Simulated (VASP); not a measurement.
Runs of VASP 6.6.1 on Al3Cu. The structure is that of space group Pm-3m (No. 221), or close to it. The cells are those of the table. 

| cell | k mesh | smearing | gap on the mesh (eV) | pressure (GPa) |
| --- | --- | --- | --- | --- |
| a = 3.810 Å, 4 atoms | 12 × 12 × 12 | gaussian 0.1 eV | none | 7.2 |
| a = 3.889 Å, 4 atoms | 14 × 14 × 14 | gaussian 0.15 eV | none | -0.1 |
| a = 3.889 Å, 4 atoms | 12 × 12 × 12 | gaussian 0.1 eV | none | -0.1 |
| a = 3.928 Å, 4 atoms | 12 × 12 × 12 | gaussian 0.1 eV | none | (a) |
| a = 3.850 Å, 4 atoms | 12 × 12 × 12 | gaussian 0.1 eV | none | 3.2 |

Alike in all rows: task single point; level r2SCAN; potentials or basis VASP PAW PBE potentials, release 64 (Al, Cu); no spin polarisation; cutoff (eV) 520.

**Question.** Estimate the missing entries.

**Answer.** (a) -3.1.

Caveats: the PAW data sets were made with another functional, which shifts forces and pressure a little; the cell stands under pressure (at least some runs); the cell stands under tension (at least some runs).

A gap of «none» marks levels without a gap at the run's occupations.
